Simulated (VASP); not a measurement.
# Pt (Im-3m) in VASP: a series of runs

Pt is run at these levels: LDA; tasks: single point, relaxation of cell and atoms.

All numbers are computed with VASP 6.6.1; they aren't measurements. Logs are shortened: lines on timing, memory, paths and dates and some standing lists are left out, and cuts for length are marked.

### Step 1. The cell of the first run

Symmetry: Im-3m, No. 229, cubic system. The conventional cell has a = 3.101 Å, b = 3.101 Å, c = 3.101 Å, α = 90.00°, β = 90.00°, γ = 90.00°. Within 3.5 Å of Pt (site symmetry m-3m) lie 14 Pt at 2.69 to 3.10 Å.

This isn't the form of Pt at room conditions, which is fcc.

### Step 2. Single point, LDA

INCAR

```
  ALGO = Normal
  EDIFF = 1E-7
  ENCUT = 520
  ISIF = 2
  ISMEAR = 0
  LASPH = True
  LCHARG = False
  LREAL = False
  LWAVE = False
  NBANDS = 11
  NELM = 100
  PREC = Accurate
  SIGMA = 0.15
```

KPOINTS

```
k-points
0
Gamma
  22 22 22
```

POSCAR

```
Pt
1.0
   -1.5505813431      1.5505813431      1.5505813431
    1.5505813431     -1.5505813431      1.5505813431
    1.5505813431      1.5505813431     -1.5505813431
Pt
1
Direct
    0.0000000000      0.0000000000      0.0000000000
```

Potentials or basis: VASP PAW LDA potentials, release 64 (Pt).

Launch:

```console
> cat potpaw_LDA.64/Pt/POTCAR > POTCAR
> mpirun -np 1 vasp_std > vasp.out
```

OUTCAR:

```text
EDIFF = 1E-7
   ENCUT = 520
   ISIF = 2
   ISMEAR = 0
   LASPH = True
   LREAL = False
   NELM = 100
   PREC = Accurate

 ion  position               nearest neighbor table
   1  0.000  0.000  0.000-

  LATTYP: Found a body centered cubic cell.
 ALAT       =     3.1011626862

  Lattice vectors:

 A1 = (  -1.5505813431,   1.5505813431,   1.5505813431)
 A2 = (   1.5505813431,  -1.5505813431,   1.5505813431)
 A3 = (   1.5505813431,   1.5505813431,  -1.5505813431)

Analysis of symmetry for initial positions (statically):
=====================================================================
 Subroutine PRICEL returns:
 Original cell was already a primitive cell.

 Routine SETGRP: Setting up the symmetry group for a
 body centered cubic supercell.

 Subroutine GETGRP returns: Found 48 space group operations
 (whereof 48 operations were pure point group operations)
 out of a pool of 48 trial point group operations.

The static configuration has the point symmetry O_h .

Analysis of symmetry for dynamics (positions and initial velocities):
=====================================================================
 Subroutine PRICEL returns:
 Original cell was already a primitive cell.

 Routine SETGRP: Setting up the symmetry group for a
 body centered cubic supercell.

 Subroutine GETGRP returns: Found 48 space group operations
 (whereof 48 operations were pure point group operations)
 out of a pool of 48 trial point group operations.

The dynamic configuration has the point symmetry O_h .

 Subroutine INISYM returns: Found 48 space group operations
 (whereof 48 operations are pure point group operations),
 and found     1 'primitive' translations

----------------------------------------------------------------------------------------

                                     Primitive cell

  volume of cell :      14.9123

  direct lattice vectors                    reciprocal lattice vectors
    -1.550581343  1.550581343  1.550581343     0.000000000  0.322459703  0.322459703
     1.550581343 -1.550581343  1.550581343     0.322459703  0.000000000  0.322459703
     1.550581343  1.550581343 -1.550581343     0.322459703  0.322459703  0.000000000

  length of vectors
     2.685685668  2.685685668  2.685685668     0.456026886  0.456026886  0.456026886

  position of ions in fractional coordinates (direct lattice)
     0.000000000  0.000000000  0.000000000

  ion indices of the primitive-cell ions
   primitive index   ion index
                 1           1

----------------------------------------------------------------------------------------

 KPOINTS: k-points

Automatic generation of k-mesh.
 Grid dimensions read from file:
 generate k-points for:   22   22   22

 Generating k-lattice:

  Cartesian coordinates                     Fractional coordinates (reciprocal lattice)
     0.000000000  0.014657259  0.014657259     0.045454545  0.000000000  0.000000000
     0.014657259  0.000000000  0.014657259     0.000000000  0.045454545  0.000000000
     0.014657259  0.014657259  0.000000000     0.000000000  0.000000000  0.045454545

  Length of vectors
     0.020728495  0.020728495  0.020728495

  Shift w.r.t. Gamma in fractional coordinates (k-lattice)
     0.000000000  0.000000000  0.000000000

 Subroutine IBZKPT returns following result:
 ===========================================

 Found    328 irreducible k-points:

 Following reciprocal coordinates:
            Coordinates               Weight
  0.000000  0.000000  0.000000      1.000000
  0.045455  0.000000  0.000000     12.000000
  0.090909  0.000000  0.000000     12.000000
  0.136364  0.000000  0.000000     12.000000
  0.181818  0.000000  0.000000     12.000000
  0.227273  0.000000  0.000000     12.000000
[... 16 lines left out ...]
  0.090909  0.090909  0.000000     24.000000
  0.136364  0.090909  0.000000     48.000000
 [... further k-points ...]
   k-points           NKPTS =    328   k-points in BZ     NKDIM =    328   number of bands    NBANDS=     11
   number of dos      NEDOS =    301   number of ions     NIONS =      1
   total plane-waves  NPLWV =   8000
   dimension x,y,z NGX =    20 NGY =   20 NGZ =   20
   dimension x,y,z NGXF=    40 NGYF=   40 NGZF=   40
   ions per type =               1
   NGX,Y,Z   is equivalent  to a cutoff of  12.38, 12.38, 12.38 a.u.
   NGXF,Y,Z  is equivalent  to a cutoff of  24.76, 24.76, 24.76 a.u.
 SYSTEM =  unknown system
   PREC   = accura    normal or accurate (medium, high low for compatibility)
   ISTART =      0    job   : 0-new  1-cont  2-samecut
   ICHARG =      2    charge: 1-file 2-atom 10-const
   ISPIN  =      1    spin polarized calculation?
   LNONCOLLINEAR =      F non collinear calculations
   LSORBIT =      F    spin-orbit coupling
   LASPH  =      T    aspherical Exc in radial PAW
   ENCUT  =  520.0 eV  38.22 Ry    6.18 a.u.   4.99  4.99  4.99*2*pi/ulx,y,z
   NELM   =    100;   NELMIN=  2; NELMDL= -5     # of ELM steps
   EDIFF  = 0.1E-06   stopping-criterion for ELM
   LREAL  =      F    real-space projection
   EDIFFG = 0.1E-05   stopping-criterion for IOM
   NSW    =      0    number of steps for IOM
   IBRION =     -1    ionic relax: 0-MD 1-quasi-New 2-CG
   NFREE  =      0    steps in history (QN), initial steepest desc. (CG)
   ISIF   =      2    stress and relaxation
   ISYM   =      2    0-nonsym 1-usesym 2-fastsym
   POTIM  = 0.5000    time-step for ionic-motion
   TEBEG  =    0.0;   TEEND  =   0.0 temperature during run
   PSTRESS=    0.0 pullay stress
   NELECT =      10.0000    total number of electrons
   NUPDOWN=      -1.0000    fix difference up-down
   EMIN   =  10.00;   EMAX   =-10.00  energy-range for DOS
   EFERMI =   0.00;   METHOD = LEGACY
   ISMEAR =     0;   SIGMA  =   0.15  broadening in eV -4-tet -1-fermi 0-gaus
   EFERMI_NEDOS =   21; number of points for ismear=-14 and -15
   IALGO  =     38    algorithm
   IMIX   =      4    mixing-type and parameters
     AMIX     =   0.40;   BMIX     =  1.00
     AMIX_MAG =   1.60;   BMIX_MAG =  1.00
  volume/ion in A,a.u.               =      14.91       100.63
  Fermi-wavevector in a.u.,A,eV,Ry     =   1.432937  2.707857 27.936938  2.053307
  Thomas-Fermi vector in A             =   2.552510
   LORBIT       =      0    0 simple, 1 ext, 2 COOP (PROOUT), +10 PAW based schemes
   GGA     = CA    functional components
   LHFCALC =     F    Hartree Fock is set to
   AEXX    =    0.0000 exact exchange contribution
   IVDW    =     0    specifies the selected vdW correction
   LEPSILON=     F    determine dielectric tensor
   LRPA    =     F    only Hartree local field effects (RPA)
 non-spin polarized calculation
 Gauss-broadening in eV      SIGMA  =   0.15
  energy-cutoff  :      520.00
  volume of cell :       14.91
 maximum number of plane-waves:       418
   NGX =  9   NGY =  9   NGZ =  9

 number of electron      10.0000001 magnetization

 Free energy of the ion-electron system (eV)
  ---------------------------------------------------
  ext. energy  EPLUGINS =         0.00000000
  ---------------------------------------------------
  free energy    TOTEN  =        -7.39277092 eV

  energy without entropy =       -7.38067175  energy(sigma->0) =       -7.38672133

 E-fermi :  11.1004     XC(G=0): -13.7478

 val. band max:       11.1000530700   @ k =  -0.3636   0.3636   0.0455
 cond. band min:      11.1042073008   @ k =  -0.3636   0.5000   0.1818
 fundamental gap:      0.0041542308
 Fermi energy:        11.1004072689

 k-point     1 :       0.0000    0.0000    0.0000
  band No.  band energies     occupation
      1       0.9972      2.00000
      2       7.2965      2.00000
      3       7.2965      2.00000
      4       7.2965      2.00000
      5      10.0555      2.00000
      6      10.0555      2.00000
      7      28.1645      0.00000
      8      28.1645      0.00000
      9      28.1645      0.00000
     10      39.0100      0.00000
     11      39.0100      0.00000

 k-point     2 :       0.0455    0.0000    0.0000
  band No.  band energies     occupation
      1       1.0868      2.00000
      2       7.2595      2.00000
      3       7.2964      2.00000
      4       7.3701      2.00000
      5      10.0051      2.00000
      6      10.0578      2.00000
      7      28.2141      0.00000
      8      28.2633      0.00000
      9      28.2997      0.00000
     10      37.4965      0.00000
     11      38.0841      0.00000

 k-point     3 :       0.0909    0.0000    0.0000
  band No.  band energies     occupation
      1       1.3503      2.00000
      2       7.1531      2.00000
      3       7.2922      2.00000
      4       7.5888      2.00000
      5       9.8748      2.00000
      6      10.0656      2.00000
      7      28.3272      0.00000
      8      28.4924      0.00000
      9      28.6990      0.00000
     10      35.9427      0.00000
     11      36.5830      0.00000

 k-point     4 :       0.1364    0.0000    0.0000
  band No.  band energies     occupation
      1       1.7707      2.00000
      2       6.9899      2.00000
      3       7.2765      2.00000
      4       7.9462      2.00000
      5       9.7189      2.00000
      6      10.0814      2.00000
      7      28.3830      0.00000
      8      28.6149      0.00000
      9      29.3444      0.00000
     10      34.7874      0.00000
     11      35.1309      0.00000

 k-point     5 :       0.1818    0.0000    0.0000
  band No.  band energies     occupation
      1       2.3125      2.00000
      2       6.7880      2.00000
      3       7.2548      2.00000
      4       8.4305      2.00000
      5       9.6008      2.00000
      6      10.1080      2.00000
      7      28.1884      0.00000
      8      28.1956      0.00000
      9      30.2077      0.00000
     10      34.2496      0.00000
     11      34.2525      0.00000
[... 211 lines left out ...]
 k-point    21 :       0.4091    0.0455    0.0000
  band No.  band energies     occupation
      1       4.0488      2.00000
      2       5.8125      2.00000
      3       9.5596      2.00000
      4      10.0717      2.00000
      5      10.6942      1.99987
      6      12.2511      0.00000
      7      19.0271      0.00000
      8      24.6732      0.00000
      9      27.7651      0.00000
     10      35.5367      0.00000
     11      36.3703      0.00000

 k-point    22 :       0.4545    0.0455    0.0000
  band No.  band energies     occupation
      1       4.0291      2.00000
      2       5.7588      2.00000
      3       9.8175      2.00000
      4      10.1343      2.00000
      5      11.0719      1.21202
      6      12.6493      0.00000
      7      18.0342      0.00000
      8      24.4433      0.00000
      9      27.2644      0.00000
     10      35.3642      0.00000
     11      36.8830      0.00000

 k-point    23 :       0.0909    0.0909    0.0000
  band No.  band energies     occupation
      1       2.0163      2.00000
      2       6.9907      2.00000
      3       7.1166      2.00000
      4       8.2184      2.00000
      5       9.6055      2.00000
      6      10.1315      2.00000
      7      28.4281      0.00000
      8      28.8714      0.00000
      9      29.2782      0.00000
     10      33.6170      0.00000
     11      35.4190      0.00000

 k-point    24 :       0.1364    0.0909    0.0000
  band No.  band energies     occupation
      1       2.5484      2.00000
      2       6.8186      2.00000
      3       7.0371      2.00000
      4       8.7411      2.00000
      5       9.4804      2.00000
      6      10.1894      2.00000
      7      28.2026      0.00000
      8      28.3170      0.00000
      9      29.8831      0.00000
     10      32.7737      0.00000
     11      34.5232      0.00000

 [... further k-points ...]

------------------------ aborting loop because EDIFF is reached ----------------------------------------

  FORCE on cell =-STRESS in cart. coord.  units (eV):
  Direction    XX          YY          ZZ          XY          YZ          ZX
  --------------------------------------------------------------------------------------
  -------------------------------------------------------------------------------------
  Total        0.0880025      0.0880025      0.0880025      0.0000000      0.0000000      0.0000000
  in kB        9.4550058      9.4550058      9.4550058      0.0000000      0.0000000      0.0000000
  external PRESSURE =       9.4550058 kB  Pullay stress =       0.0000000 kB

 VOLUME and BASIS-vectors are now :
 -----------------------------------------------------------------------------
  energy-cutoff  :      520.00
  volume of cell :       14.91
      direct lattice vectors                 reciprocal lattice vectors
    -1.550581343  1.550581343  1.550581343     0.000000000  0.322459703  0.322459703
     1.550581343 -1.550581343  1.550581343     0.322459703  0.000000000  0.322459703
     1.550581343  1.550581343 -1.550581343     0.322459703  0.322459703  0.000000000

 POSITION                                       TOTAL-FORCE (eV/Angst)
 -----------------------------------------------------------------------------------
      0.00000      0.00000      0.00000        -0.000000      0.000000      0.000000
 -----------------------------------------------------------------------------------
    total drift:                                0.000000     -0.000000      0.000000

  FREE ENERGIE OF THE ION-ELECTRON SYSTEM (eV)
  ---------------------------------------------------
  free  energy   TOTEN  =        -7.3927709163 eV

  energy  without entropy=       -7.3806717455  energy(sigma->0) =       -7.38672133
```

Run time: 27 s. Hardware: 1 thread of Intel Xeon Platinum 8259CL at 2.50GHz (Skylake/Cascade Lake), shared host; peak memory 0.17 GiB.

Results:

```yaml
Free_energy: -7.3928 eV
Pressure: 0.9 GPa
Band_gap_on_the_k_mesh: zero (bands 5 and 6 overlap by 2.37 eV)
```

Levels at points of the mesh, in eV from the Fermi level:
| k point | band 3 | band 4 | band 5 | band 6 | band 7 | band 8 |
| --- | --- | --- | --- | --- | --- | --- |
| (0.00, 0.00, 0.00) | -3.80 | -3.80 | -1.04 | -1.04 | 17.06 | 17.06 |
| (0.50, 0.00, 0.00) | -1.24 | -0.67 | 0.10 | 1.21 | 6.83 | 13.26 |
| (0.50, 0.50, 0.50) | 0.62 | 0.62 | 0.62 | 7.79 | 7.79 | 7.79 |

Caveat: spin-orbit coupling is left out, which moves the levels of the heavy elements.

### Step 3. Relaxation of cell and atoms, LDA

This run uses another cell than the first one, of 14.99 Å³/atom.

INCAR

```
PREC     = Accurate       # precision mode
ENCUT    = 600            # plane-wave cutoff, eV
EDIFF    = 1E-6           # SCF threshold, eV
ISMEAR   = 0              # smearing method
SIGMA    = 0.1            # smearing width, eV
LREAL    = False          # projectors in reciprocal space
LASPH    = True           # aspherical terms in the spheres
NELM     = 60             # most SCF steps
ALGO     = Normal         # electronic algorithm
ISIF     = 3              # what is computed and relaxed
LWAVE    = False          # write WAVECAR
LCHARG   = False          # write CHGCAR
IBRION   = 2              # ionic algorithm
NSW      = 100            # ionic steps
EDIFFG   = -0.005         # ionic threshold
```

KPOINTS

```
Automatic mesh
0
Gamma
  18 18 18
```

POSCAR

```
Pt
1.0
   -1.5534329679      1.5534329679      1.5534329679
    1.5534329679     -1.5534329679      1.5534329679
    1.5534329679      1.5534329679     -1.5534329679
Pt
1
Direct
    0.0000000000      0.0000000000      0.0000000000
```

Potentials or basis: VASP PAW LDA potentials, release 64 (Pt).

Launch:

```console
> cat potpaw_LDA.64/Pt/POTCAR > POTCAR
> mpirun -np 1 vasp_std > vasp.out
```

It took 31 s on 1 thread of Intel Xeon Platinum 8259CL at 2.50GHz (Skylake/Cascade Lake), shared host; peak memory 0.17 GiB.

The run converged. Its results:

```
Free energy                           : -7.3959 eV
Relaxed volume                        : 14.95 Å³/atom
Relaxed cell                          : a = 2.688 Å, b = 2.688 Å, c = 2.688 Å, α = 109.47°, β = 109.47°, γ = 109.47°
Space group after relaxing (to 0.1 Å) : Im-3m (No. 229)
Energy gained by relaxing             : 0.1 meV/atom
Ionic steps                           : 3
Pressure after relaxing               : 0.0 GPa
Band gap on the k mesh                : zero (bands 5 and 6 overlap by 2.30 eV)
```

The path:
| step | energy change (eV) | largest force (eV/Å) | pressure (GPa) | volume (Å³) |
| --- | --- | --- | --- | --- |
| 1 | 0.0000 | 0.0000 | -0.80 | 14.99 |
| 2 | 0.0008 | 0.0000 | 2.47 | 14.83 |
| 3 | -0.0001 | 0.0000 | 0.03 | 14.95 |

Final structure:
```
Pt
1.0
    -1.55201    1.55201    1.55201
     1.55201   -1.55201    1.55201
     1.55201    1.55201   -1.55201
Pt
1
Direct
  0.00000 0.00000 0.00000
```

Levels at points of the mesh, in eV from the Fermi level:
```tsv
k point	band 1	band 2	band 3	band 4	band 5	band 6	band 7	band 8	band 9
(0.00, 0.00, 0.00)	-10.14	-3.86	-3.86	-3.86	-1.11	-1.11	17.00	17.00	17.00
(0.50, 0.00, 0.00)	-7.18	-5.42	-1.31	-0.74	0.04	1.13	6.73	13.20	16.20
(0.50, 0.50, 0.50)	-6.68	-6.68	0.54	0.54	0.54	7.71	7.71	7.71	13.52
```

Caveat: spin-orbit coupling is left out, which moves the levels of the heavy elements.
